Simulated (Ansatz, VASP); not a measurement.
**Be2Cl3: VASP beside Ansatz**

```xyz
10
Lattice="2.9818 1.7215 6.9590 -2.9818 1.7215 6.9590 0.0000 -3.4430 6.9590" Properties=species:S:1:pos:R:3 pbc="T T T"
Be    0.0000    0.0000   19.6938
Be    0.0000    0.0000   11.6219
Be    0.0000    0.0000    1.1833
Be    0.0000    0.0000    9.2552
Cl   -0.9038   -1.7215    8.6988
Cl    1.9428    0.0780    8.6988
Cl   -1.0390    1.6435    8.6988
Cl    0.9038    1.7215   12.1783
Cl   -1.9428   -0.0780   12.1783
Cl    1.0390   -1.6435   12.1783
```

Alike in both runs: functional PBE; k mesh 3 × 3 × 3; occupations gaussian, width 0.1 eV; no spin polarisation.

Ansatz relaxed the structure, and its values are those at the end. VASP's run is a single point on that final structure, the one shown.

|  | VASP | Ansatz |
| --- | --- | --- |
| version | VASP 6.6.1 | Ansatz 0.2.0 |
| potentials or method | VASP PAW PBE potentials, release 64 (Be, Cl), cutoff 520 eV | scalar-relativistic, plane waves, PAW |
| valence electrons in the cell | 50 | 50 |

|  | VASP | Ansatz | Ansatz less VASP |
| --- | --- | --- | --- |
| gap on the k mesh at the Fermi level (eV) | none | none | - |
| pressure (GPa) | 0.1 | 0.1 | +0.05 |
| rms of the force components (eV/Å) | 0.004 | 0.006 | +0.0018 |

A gap of «none» marks a metal or a gap that the smearing closes.

The k mesh is coarse, so the values compare programs but aren't converged.
